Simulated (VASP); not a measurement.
Input of a VASP 6.6.1 run:

INCAR

```
PREC = Accurate
ENCUT = 500
EDIFF = 1E-7
ISMEAR = -1
SIGMA = 0.1
LREAL = False
LASPH = True
NELM = 120
ALGO = Normal
ISIF = 3
LWAVE = False
LCHARG = False
GGA = CA
IBRION = 2
NSW = 60
EDIFFG = -0.005
PSTRESS = 0.61
GGA_COMPAT = False
NELMIN = 4
```

The input KPOINTS:

```
Automatic mesh
0
Gamma
  9 9 5
```

File POSCAR:

```
Cs
1.0
    5.1127359851      0.0000000000      0.0000000000
   -2.5563679926      4.4277592460      0.0000000000
    0.0000000000      0.0000000000      8.2826322959
Cs
2
Direct
    0.3333333333      0.6666666667      0.2500000000
    0.6666666667      0.3333333333      0.7500000000
```

Potentials or basis: VASP PAW LDA potentials, release 64 (Cs_sv).

Run with:

```console
$ cat potpaw_LDA.64/Cs_sv/POTCAR > POTCAR
$ mpirun -np 1 vasp_std > vasp.out
```

**Question.** Estimate the band gap on the k mesh.

**Answer.** Zero (band 9 reaches 1.67 eV, above the bottom of band 10 at -0.02 eV).

**Question.** Predict the space group after relaxing (to 0.05 Å).

**Answer.** P6_3/mmc (No. 194).

**Question.** Estimate the relaxed volume.

**Answer.** 93.18 Å³/atom.

**Question.** Estimate the relaxed cell.

**Answer.** a = 5.092 Å, b = 5.092 Å, c = 8.298 Å, α = 90.00°, β = 90.00°, γ = 120.00°.

Step by step:
```
step  energy change (eV)  largest force (eV/Å)  pressure (GPa)  volume (Å³)
   1              0.0000                0.0000            0.05       187.50
   2              0.0000                0.0000            0.05       187.32
   3              0.0002                0.0000            0.06       186.79
   4              0.0006                0.0000            0.07       185.73
   5              0.0003                0.0000            0.07       186.29
   6              0.0003                0.0000            0.06       186.35
```

Caveat: the cell is relaxed towards a set pressure, so the enthalpy falls and the energy may rise; spin-orbit coupling is left out, which moves the levels of the heavy elements.
